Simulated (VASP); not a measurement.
# Ta2C (P-3m1) in VASP: further runs, part 2 of 2

VASP 6.6.1.

## (3) Single point, r2SCAN

This run uses another cell than the first one, of 12.29 Å³/atom.

POSCAR reads:

```
Ta2C
1.0
    2.9894466313      0.0000000000      0.0000000000
   -1.4947233157      2.5889367259      0.0000000000
    0.0000000000      0.0000000000      4.7654290115
Ta C
2 1
Direct
    0.3333333333      0.6666666667      0.2587383375
    0.6666666667      0.3333333333      0.7412616625
    0.0000000000      0.0000000000      0.0000000000
```

INCAR.step1 reads:

```
PREC = Accurate
ENCUT = 520
ISMEAR = 0
SIGMA = 0.1
LREAL = F
LASPH = T
NELM = 60
NBANDS = 20
GGA = PE
ALGO = Normal
EDIFF = 1E-4
LWAVE = T
LCHARG = F
```

INCAR.step2 reads:

```
PREC = Accurate
ENCUT = 520
EDIFF = 1E-6
ISMEAR = 0
SIGMA = 0.1
LREAL = F
LASPH = T
NELM = 60
ALGO = Normal
ISIF = 2
LWAVE = F
LCHARG = T
METAGGA = R2SCAN
LMIXTAU = T
LELF = T
LVHAR = T
NBANDS = 20
ISTART = 1
```

KPOINTS reads:

```
Automatic mesh
0
Gamma
  18 18 8
```

Potentials or basis: VASP PAW PBE potentials, release 64 (Ta_pv, C).

Run with:

```console
> cat potpaw_PBE.64/Ta_pv/POTCAR potpaw_PBE.64/C/POTCAR > POTCAR
> cp INCAR.step1 INCAR
> mpirun -np 1 vasp_std > vasp.out
> cp INCAR.step2 INCAR
> mpirun -np 1 vasp_std > vasp.out
```

OUTCAR:

```text
PREC = Accurate
   ENCUT = 520
   EDIFF = 1E-6
   ISMEAR = 0
   LREAL = F
   LASPH = T
   NELM = 60
   ISIF = 2
   METAGGA = R2SCAN
   ISTART = 1

 ion  position               nearest neighbor table
   1  0.333  0.667  0.259-   3 2.12   3 2.12   3 2.12   2 2.88   2 2.88   2 2.88   2 3.01   2 3.01
                             2 3.01
   2  0.667  0.333  0.741-   3 2.12   3 2.12   3 2.12   1 2.88   1 2.88   1 2.88   1 3.01   1 3.01
                             1 3.01
   3  0.000  0.000  0.000-   1 2.12   2 2.12   1 2.12   2 2.12   2 2.12   1 2.12

  LATTYP: Found a hexagonal cell.
 ALAT       =     2.9894466313
 C/A-ratio  =     1.5940839892

  Lattice vectors:

 A1 = (   2.9894466313,   0.0000000000,   0.0000000000)
 A2 = (  -1.4947233157,   2.5889367259,   0.0000000000)
 A3 = (   0.0000000000,   0.0000000000,   4.7654290115)

Analysis of symmetry for initial positions (statically):
=====================================================================
 Subroutine PRICEL returns:
 Original cell was already a primitive cell.

 Routine SETGRP: Setting up the symmetry group for a
 hexagonal supercell.

 Subroutine GETGRP returns: Found 12 space group operations
 (whereof 12 operations were pure point group operations)
 out of a pool of 24 trial point group operations.

The static configuration has the point symmetry D_3d.

Analysis of symmetry for dynamics (positions and initial velocities):
=====================================================================
 Subroutine PRICEL returns:
 Original cell was already a primitive cell.

 Routine SETGRP: Setting up the symmetry group for a
 hexagonal supercell.

 Subroutine GETGRP returns: Found 12 space group operations
[... 117 lines left out ...]
   NUPDOWN=      -1.0000    fix difference up-down
   EMIN   =  10.00;   EMAX   =-10.00  energy-range for DOS
   EFERMI =   0.00;   METHOD = LEGACY
   ISMEAR =     0;   SIGMA  =   0.10  broadening in eV -4-tet -1-fermi 0-gaus
   EFERMI_NEDOS =   21; number of points for ismear=-14 and -15
   IALGO  =     38    algorithm
   IMIX   =      4    mixing-type and parameters
     AMIX     =   0.40;   BMIX     =  1.00
     AMIX_MAG =   1.60;   BMIX_MAG =  1.00
  volume/ion in A,a.u.               =      12.29        82.96
  Fermi-wavevector in a.u.,A,eV,Ry     =   1.457006  2.753341 28.883333  2.122865
  Thomas-Fermi vector in A             =   2.573857
   LORBIT       =      0    0 simple, 1 ext, 2 COOP (PROOUT), +10 PAW based schemes
   METAGGA = R2SCAN    functional components
   LHFCALC =     F    Hartree Fock is set to
   AEXX    =    0.0000 exact exchange contribution
   IVDW    =     0    specifies the selected vdW correction
   LEPSILON=     F    determine dielectric tensor
   LRPA    =     F    only Hartree local field effects (RPA)
 non-spin polarized calculation
 Gauss-broadening in eV      SIGMA  =   0.10
  energy-cutoff  :      520.00
  volume of cell :       36.88
 maximum number of plane-waves:      1026
 NGX is ok and might be reduce to    24
   NGX = 11   NGY = 11   NGZ = 17

 number of electron      25.9999998 magnetization

 Free energy of the ion-electron system (eV)
  ---------------------------------------------------
  ext. energy  EPLUGINS =         0.00000000
  ---------------------------------------------------
  free energy    TOTEN  =      -108.62543645 eV

  energy without entropy =     -108.62285203  energy(sigma->0) =     -108.62414424

 E-fermi :   7.5858     XC(G=0): -14.5550

 val. band max:        7.5722692062   @ k =   0.0000   0.0556   0.2500
 cond. band min:       7.5955844205   @ k =  -0.1111   0.3333   0.3750
 fundamental gap:      0.0233152143
 Fermi energy:         7.5858296646

 k-point     1 :       0.0000    0.0000    0.0000
  band No.  band energies     occupation
      1     -28.5807      2.00000
      2     -27.4867      2.00000
      3     -27.4867      2.00000
      4     -27.3191      2.00000
      5     -27.3191      2.00000
      6     -27.2300      2.00000
[... 541 lines left out ...]
     19      14.4375      0.00000
     20      14.8512      0.00000

 [... further k-points ...]

------------------------ aborting loop because EDIFF is reached ----------------------------------------

  FORCE on cell =-STRESS in cart. coord.  units (eV):
  Direction    XX          YY          ZZ          XY          YZ          ZX
  --------------------------------------------------------------------------------------
  -------------------------------------------------------------------------------------
  Total        9.5496826      9.5496826      9.5095387     -0.0000000      0.0000000      0.0000000
  in kB      414.8444420    414.8444419    413.1005640     -0.0000000      0.0000000      0.0000000
  external PRESSURE =     414.2631493 kB  Pullay stress =       0.0000000 kB

 VOLUME and BASIS-vectors are now :
 -----------------------------------------------------------------------------
  energy-cutoff  :      520.00
  volume of cell :       36.88
      direct lattice vectors                 reciprocal lattice vectors
     2.989446631  0.000000000  0.000000000     0.334510069  0.193129479  0.000000000
    -1.494723316  2.588936726  0.000000000     0.000000000  0.386258957  0.000000000
     0.000000000  0.000000000  4.765429012     0.000000000  0.000000000  0.209844696

 POSITION                                       TOTAL-FORCE (eV/Angst)
 -----------------------------------------------------------------------------------
     -0.00000      1.72596      1.23300         0.000000     -0.000000      0.061325
      1.49472      0.86298      3.53243        -0.000000      0.000000     -0.061325
      0.00000      0.00000      0.00000        -0.000000      0.000000      0.000000
 -----------------------------------------------------------------------------------
    total drift:                                0.000000     -0.000000      0.000000

  FREE ENERGIE OF THE ION-ELECTRON SYSTEM (eV)
  ---------------------------------------------------
  free  energy   TOTEN  =      -108.6254364500 eV

  energy  without entropy=     -108.6228520328  energy(sigma->0) =     -108.62414424
```

OUTCAR.step1:

```text
PREC = Accurate
   ENCUT = 520
   ISMEAR = 0
   LREAL = F
[... 781 lines left out ...]
     -0.00000      1.72596      1.23300         0.000000     -0.000000      0.052851
      1.49472      0.86298      3.53243        -0.000000      0.000000     -0.052851
      0.00000      0.00000      0.00000         0.000000      0.000000     -0.000000
 -----------------------------------------------------------------------------------
    total drift:                                0.000000     -0.000000      0.000000

  FREE ENERGIE OF THE ION-ELECTRON SYSTEM (eV)
  ---------------------------------------------------
  free  energy   TOTEN  =       -34.0610125402 eV

  energy  without entropy=      -34.0578820191  energy(sigma->0) =      -34.05944728
```

Run time: 5.8 min. Hardware: 1 thread of AMD EPYC 9R45 (Zen 5), shared host; peak memory 0.27 GiB.

Results:

| Item | Value |
| --- | --- |
| Free energy | -108.6254 eV |
| Pressure | 41.4 GPa |
| Largest force | 0.061 eV/Å |
| Band gap on the k mesh | zero (bands 13 and 14 overlap by 0.85 eV) |

Forces in eV/Å, atoms in the order of the input:
```
Ta   0.000  0.000  0.061
Ta   0.000  0.000 -0.061
C    0.000  0.000  0.000
```

Stress tensor (GPa, compression positive):
```
41.48  0.00  0.00
 0.00 41.48  0.00
 0.00  0.00 41.31
```

Levels at points of the mesh, in eV from the Fermi level:
```
           k point  band 9  band 10  band 11  band 12  band 13  band 14  band 15  band 16  band 17  band 18
(0.00, 0.00, 0.00)   -4.02    -4.02    -3.28    -0.02     0.52     0.52     1.43     1.43     2.59     2.59
(0.50, 0.00, 0.00)   -5.05    -4.58    -4.52    -2.19    -0.18     3.67     4.14     5.52     6.21     6.23
(0.00, 0.00, 0.50)   -4.37    -4.37    -2.48    -1.61    -0.31    -0.31     3.59     3.59     4.15     4.15
(0.50, 0.00, 0.50)   -5.48    -3.97    -2.87    -1.36    -1.05     1.30     1.52     5.35     5.78     6.13
```

Caveat: the cell stands under pressure; the PAW data sets were made with another functional, which shifts forces and pressure a little; spin-orbit coupling is left out, which moves the levels of the heavy elements.

The gap in the log of VASP goes by the Fermi energy; the results here count the filled bands.